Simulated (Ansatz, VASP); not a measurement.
**Two plane-wave programs on Ag**

```xyz
1
Lattice="0.0000 2.0272 2.0272 2.0272 0.0000 2.0272 2.0272 2.0272 0.0000" Properties=species:S:1:pos:R:3 pbc="T T T"
Ag    0.0000    0.0000    0.0000
```

Alike in both runs: functional PBEsol; k mesh 18 × 18 × 18; occupations fermi-dirac, width 0.05 eV; no spin polarisation.

Ansatz relaxed the structure, and its values are those at the end. VASP's run is a single point on that final structure, the one shown.

|  | VASP | Ansatz |
| --- | --- | --- |
| version | VASP 6.6.1 | Ansatz 0.2.0 |
| potentials or method | VASP PAW PBE potentials, release 64 (Ag) | PAW with Ansatz's default frozen-core files, scalar-relativistic |
| plane-wave cutoff (eV) | 500 | 420 |
| valence electrons in the cell | 11 | 19 |

VASP gave:

- pressure (GPa): -0.2

Task: What did Ansatz give for the same quantities?

Result: Pressure (GPa): 0.0.

VASP's potentials were made for PBE, not for PBEsol. VASP's potentials hold 11 valence electrons a cell and Ansatz's 19, so a difference there can come from the potentials and not from the codes.
